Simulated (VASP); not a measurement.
# PbF2 (Fm-3m) in VASP: single point with PBE

Aim: the single point of PbF2 with PBE.

All numbers are computed with VASP 6.6.1; they aren't measurements. Logs are shortened: lines on timing, memory, paths and dates and some standing lists are left out, and cuts for length are marked.

## 1. The cell of the first run

The structure is cubic, space group Fm-3m (No. 225). Conventional cell: a = 5.940 Å, b = 5.940 Å, c = 5.940 Å, α = 90.00°, β = 90.00°, γ = 90.00°. Within 3.4 Å of Pb (site symmetry m-3m) lie 8 F at 2.57 Å. Within 3.4 Å of F (site symmetry -43m) lie 4 Pb at 2.57 Å and 6 F at 2.97 Å.

## 2. Single point, PBE

INCAR

```
SYSTEM = PbF2
ALGO = Normal
EDIFF = 1E-6
ENCUT = 600
GGA = PE
GGA_COMPAT = .False.
ISIF = 2
ISMEAR = 0
LASPH = .True.
LCHARG = .False.
LREAL = .False.
LWAVE = .False.
NBANDS = 21
NELM = 120
PREC = Accurate
SIGMA = 0.1
```

KPOINTS

```
k-points
0
Gamma
  6 6 6
  0 0 0
```

POSCAR

```
PbF2
1.0
    0.0000000000      2.9698479669      2.9698479669
    2.9698479669      0.0000000000      2.9698479669
    2.9698479669      2.9698479669      0.0000000000
Pb F
1 2
Direct
    0.0000000000      0.0000000000      0.0000000000
    0.2500000000      0.2500000000      0.2500000000
    0.7500000000      0.7500000000      0.7500000000
```

Potentials or basis: VASP PAW PBE potentials, release 64 (Pb_d, F).

Started as:

```bash
$ cat potpaw_PBE.64/Pb_d/POTCAR potpaw_PBE.64/F/POTCAR > POTCAR
$ mpirun -np 1 vasp_std > vasp.out
```

OUTCAR:

```text
SYSTEM = PbF2
   EDIFF = 1E-6
   ENCUT = 600
   GGA = PE
   ISIF = 2
   ISMEAR = 0
   LASPH = .True.
   LREAL = .False.
   NELM = 120
   PREC = Accurate

 ion  position               nearest neighbor table
   1  0.000  0.000  0.000-   2 2.57   3 2.57   3 2.57   3 2.57   3 2.57   2 2.57   2 2.57   2 2.57

   2  0.250  0.250  0.250-   1 2.57   1 2.57   1 2.57   1 2.57
   3  0.750  0.750  0.750-   1 2.57   1 2.57   1 2.57   1 2.57

  LATTYP: Found a face centered cubic cell.
 ALAT       =     5.9396959338

  Lattice vectors:

 A1 = (   0.0000000000,   2.9698479669,   2.9698479669)
 A2 = (   2.9698479669,   0.0000000000,   2.9698479669)
 A3 = (   2.9698479669,   2.9698479669,   0.0000000000)

Analysis of symmetry for initial positions (statically):
=====================================================================
 Subroutine PRICEL returns:
 Original cell was already a primitive cell.

 Routine SETGRP: Setting up the symmetry group for a
 face centered cubic supercell.

 Subroutine GETGRP returns: Found 48 space group operations
 (whereof 48 operations were pure point group operations)
 out of a pool of 48 trial point group operations.

The static configuration has the point symmetry O_h .

Analysis of symmetry for dynamics (positions and initial velocities):
=====================================================================
 Subroutine PRICEL returns:
 Original cell was already a primitive cell.

 Routine SETGRP: Setting up the symmetry group for a
 face centered cubic supercell.

 Subroutine GETGRP returns: Found 48 space group operations
 (whereof 48 operations were pure point group operations)
 out of a pool of 48 trial point group operations.

The dynamic configuration has the point symmetry O_h .

 Subroutine INISYM returns: Found 48 space group operations
 (whereof 48 operations are pure point group operations),
 and found     1 'primitive' translations

----------------------------------------------------------------------------------------

                                     Primitive cell

  volume of cell :      52.3881

  direct lattice vectors                    reciprocal lattice vectors
     0.000000000  2.969847967  2.969847967    -0.168358787  0.168358787  0.168358787
     2.969847967  0.000000000  2.969847967     0.168358787 -0.168358787  0.168358787
     2.969847967  2.969847967  0.000000000     0.168358787  0.168358787 -0.168358787

  length of vectors
     4.199999273  4.199999273  4.199999273     0.291605972  0.291605972  0.291605972

  position of ions in fractional coordinates (direct lattice)
     0.000000000  0.000000000  0.000000000
     0.250000000  0.250000000  0.250000000
     0.750000000  0.750000000  0.750000000

  ion indices of the primitive-cell ions
   primitive index   ion index
                 1           1
                 2           2
                 3           3

----------------------------------------------------------------------------------------

 KPOINTS: k-points

Automatic generation of k-mesh.
 Grid dimensions read from file:
 generate k-points for:    6    6    6

 Generating k-lattice:

  Cartesian coordinates                     Fractional coordinates (reciprocal lattice)
    -0.028059798  0.028059798  0.028059798     0.166666667  0.000000000  0.000000000
     0.028059798 -0.028059798  0.028059798     0.000000000  0.166666667  0.000000000
     0.028059798  0.028059798 -0.028059798     0.000000000  0.000000000  0.166666667

  Length of vectors
     0.048600995  0.048600995  0.048600995

  Shift w.r.t. Gamma in fractional coordinates (k-lattice)
     0.000000000  0.000000000  0.000000000

 Subroutine IBZKPT returns following result:
 ===========================================

 Found     16 irreducible k-points:

 Following reciprocal coordinates:
            Coordinates               Weight
  0.000000  0.000000  0.000000      1.000000
  0.166667  0.000000  0.000000      8.000000
  0.333333  0.000000  0.000000      8.000000
  0.500000  0.000000  0.000000      4.000000
  0.166667  0.166667  0.000000      6.000000
  0.333333  0.166667  0.000000     24.000000
[... 8 lines left out ...]
 -0.333333  0.333333  0.166667     24.000000
 -0.333333  0.500000  0.166667     12.000000
   k-points           NKPTS =     16   k-points in BZ     NKDIM =     16   number of bands    NBANDS=     21
   number of dos      NEDOS =    301   number of ions     NIONS =      3
   total plane-waves  NPLWV =  46656
   dimension x,y,z NGX =    36 NGY =   36 NGZ =   36
   dimension x,y,z NGXF=    72 NGYF=   72 NGZF=   72
   ions per type =               1   2
   NGX,Y,Z   is equivalent  to a cutoff of  14.25, 14.25, 14.25 a.u.
   NGXF,Y,Z  is equivalent  to a cutoff of  28.50, 28.50, 28.50 a.u.
 SYSTEM =  PbF2
   PREC   = accura    normal or accurate (medium, high low for compatibility)
   ISTART =      0    job   : 0-new  1-cont  2-samecut
   ICHARG =      2    charge: 1-file 2-atom 10-const
   ISPIN  =      1    spin polarized calculation?
   LNONCOLLINEAR =      F non collinear calculations
   LSORBIT =      F    spin-orbit coupling
   LASPH  =      T    aspherical Exc in radial PAW
   ENCUT  =  600.0 eV  44.10 Ry    6.64 a.u.   8.39  8.39  8.39*2*pi/ulx,y,z
   NELM   =    120;   NELMIN=  2; NELMDL= -5     # of ELM steps
   EDIFF  = 0.1E-05   stopping-criterion for ELM
   LREAL  =      F    real-space projection
   EDIFFG = 0.1E-04   stopping-criterion for IOM
   NSW    =      0    number of steps for IOM
   IBRION =     -1    ionic relax: 0-MD 1-quasi-New 2-CG
   NFREE  =      0    steps in history (QN), initial steepest desc. (CG)
   ISIF   =      2    stress and relaxation
   ISYM   =      2    0-nonsym 1-usesym 2-fastsym
   POTIM  = 0.5000    time-step for ionic-motion
   TEBEG  =    0.0;   TEEND  =   0.0 temperature during run
   PSTRESS=    0.0 pullay stress
   NELECT =      28.0000    total number of electrons
   NUPDOWN=      -1.0000    fix difference up-down
   EMIN   =  10.00;   EMAX   =-10.00  energy-range for DOS
   EFERMI =   0.00;   METHOD = LEGACY
   ISMEAR =     0;   SIGMA  =   0.10  broadening in eV -4-tet -1-fermi 0-gaus
   EFERMI_NEDOS =   21; number of points for ismear=-14 and -15
   IALGO  =     38    algorithm
   IMIX   =      4    mixing-type and parameters
     AMIX     =   0.40;   BMIX     =  1.00
     AMIX_MAG =   1.60;   BMIX_MAG =  1.00
  volume/ion in A,a.u.               =      17.46       117.84
  Fermi-wavevector in a.u.,A,eV,Ry     =   1.328566  2.510627 24.015492  1.765089
  Thomas-Fermi vector in A             =   2.457794
   LORBIT       =      0    0 simple, 1 ext, 2 COOP (PROOUT), +10 PAW based schemes
   GGA     = PE    functional components
   LHFCALC =     F    Hartree Fock is set to
   AEXX    =    0.0000 exact exchange contribution
   IVDW    =     0    specifies the selected vdW correction
   LEPSILON=     F    determine dielectric tensor
   LRPA    =     F    only Hartree local field effects (RPA)
 non-spin polarized calculation
 Gauss-broadening in eV      SIGMA  =   0.10
  energy-cutoff  :      600.00
  volume of cell :       52.39
 maximum number of plane-waves:      1807
 NGX is ok and might be reduce to    36
   NGX = 17   NGY = 17   NGZ = 17

 number of electron      28.0000006 magnetization

 Free energy of the ion-electron system (eV)
  ---------------------------------------------------
  ext. energy  EPLUGINS =         0.00000000
  ---------------------------------------------------
  free energy    TOTEN  =       -14.34257679 eV

  energy without entropy =      -14.34257679  energy(sigma->0) =      -14.34257679

 E-fermi :   2.2871     XC(G=0):  -9.3749

 val. band max:        1.7895082427   @ k =  -0.3333   0.3333   0.1667
 cond. band min:       6.2286197464   @ k =   0.5000   0.5000   0.0000
 fundamental gap:      4.4391115037
 Fermi energy:         2.2870569297

 k-point     1 :       0.0000    0.0000    0.0000
  band No.  band energies     occupation
      1     -19.2358      2.00000
      2     -18.6276      2.00000
      3     -12.6184      2.00000
      4     -12.6184      2.00000
      5     -12.6184      2.00000
      6     -12.5645      2.00000
[... 13 lines left out ...]
     20      16.9486      0.00000
     21      19.2738      0.00000

 k-point     2 :       0.1667    0.0000    0.0000
  band No.  band energies     occupation
      1     -19.1848      2.00000
      2     -18.6737      2.00000
      3     -12.6088      2.00000
      4     -12.6088      2.00000
      5     -12.5655      2.00000
      6     -12.5636      2.00000
[... 13 lines left out ...]
     20      16.3170      0.00000
     21      18.3051      0.00000

 k-point     3 :       0.3333    0.0000    0.0000
  band No.  band energies     occupation
      1     -19.0631      2.00000
      2     -18.7822      2.00000
      3     -12.6019      2.00000
      4     -12.6019      2.00000
      5     -12.5492      2.00000
      6     -12.5492      2.00000
[... 13 lines left out ...]
     20      15.7149      0.00000
     21      16.7212      0.00000

 k-point     4 :       0.5000    0.0000    0.0000
  band No.  band energies     occupation
      1     -18.9541      2.00000
      2     -18.8829      2.00000
      3     -12.6033      2.00000
      4     -12.6033      2.00000
      5     -12.5370      2.00000
      6     -12.5370      2.00000
[... 13 lines left out ...]
     20      15.5475      0.00000
     21      16.0238      0.00000

 k-point     5 :       0.1667    0.1667    0.0000
  band No.  band energies     occupation
      1     -19.1695      2.00000
      2     -18.6868      2.00000
      3     -12.5976      2.00000
      4     -12.5976      2.00000
      5     -12.5724      2.00000
      6     -12.5593      2.00000
[... 13 lines left out ...]
     20      17.2041      0.00000
     21      18.3069      0.00000
[... 190 lines left out ...]
     20      18.5066      0.00000
     21      19.0982      0.00000

 k-point    14 :       0.5000    0.3333    0.1667
  band No.  band energies     occupation
      1     -18.9959      2.00000
      2     -18.8353      2.00000
      3     -12.5849      2.00000
      4     -12.5613      2.00000
      5     -12.5589      2.00000
      6     -12.5160      2.00000
[... 13 lines left out ...]
     20      17.6844      0.00000
     21      18.4794      0.00000

 k-point    15 :      -0.3333    0.3333    0.1667
  band No.  band energies     occupation
      1     -18.9207      2.00000
      2     -18.9029      2.00000
      3     -12.5835      2.00000
      4     -12.5643      2.00000
      5     -12.5411      2.00000
      6     -12.4894      2.00000
[... 13 lines left out ...]
     20      18.3258      0.00000
     21      18.3603      0.00000

 k-point    16 :      -0.3333    0.5000    0.1667
  band No.  band energies     occupation
      1     -18.9359      2.00000
      2     -18.8830      2.00000
      3     -12.5893      2.00000
      4     -12.5504      2.00000
      5     -12.5330      2.00000
      6     -12.5000      2.00000
[... 13 lines left out ...]
     20      17.1303      0.00000
     21      18.4353      0.00000

------------------------ aborting loop because EDIFF is reached ----------------------------------------

  FORCE on cell =-STRESS in cart. coord.  units (eV):
  Direction    XX          YY          ZZ          XY          YZ          ZX
  --------------------------------------------------------------------------------------
  -------------------------------------------------------------------------------------
  Total        0.6374275      0.6374275      0.6374275      0.0000000      0.0000000     -0.0000000
  in kB       19.4943484     19.4943484     19.4943484      0.0000000      0.0000000     -0.0000000
  external PRESSURE =      19.4943484 kB  Pullay stress =       0.0000000 kB

 VOLUME and BASIS-vectors are now :
 -----------------------------------------------------------------------------
  energy-cutoff  :      600.00
  volume of cell :       52.39
      direct lattice vectors                 reciprocal lattice vectors
     0.000000000  2.969847967  2.969847967    -0.168358787  0.168358787  0.168358787
     2.969847967  0.000000000  2.969847967     0.168358787 -0.168358787  0.168358787
     2.969847967  2.969847967  0.000000000     0.168358787  0.168358787 -0.168358787

 POSITION                                       TOTAL-FORCE (eV/Angst)
 -----------------------------------------------------------------------------------
      0.00000      0.00000      0.00000        -0.000000      0.000000     -0.000000
      1.48492      1.48492      1.48492         0.000000      0.000000      0.000000
      4.45477      4.45477      4.45477        -0.000000     -0.000000      0.000000
 -----------------------------------------------------------------------------------
    total drift:                                0.000000      0.000000      0.000000

  FREE ENERGIE OF THE ION-ELECTRON SYSTEM (eV)
  ---------------------------------------------------
  free  energy   TOTEN  =       -14.3425767928 eV

  energy  without entropy=      -14.3425767928  energy(sigma->0) =      -14.34257679
```

Wall time 45 s (1 thread of Intel Xeon 8259CL, shared host); peak memory 0.21 GiB.

What came out:

- Free energy: -14.3426 eV
- Pressure: 1.9 GPa
- Band gap on the k mesh: 4.44 eV, indirect (least direct gap 4.56 eV)

Caveat: spin-orbit coupling is left out, which moves the levels of the heavy elements.
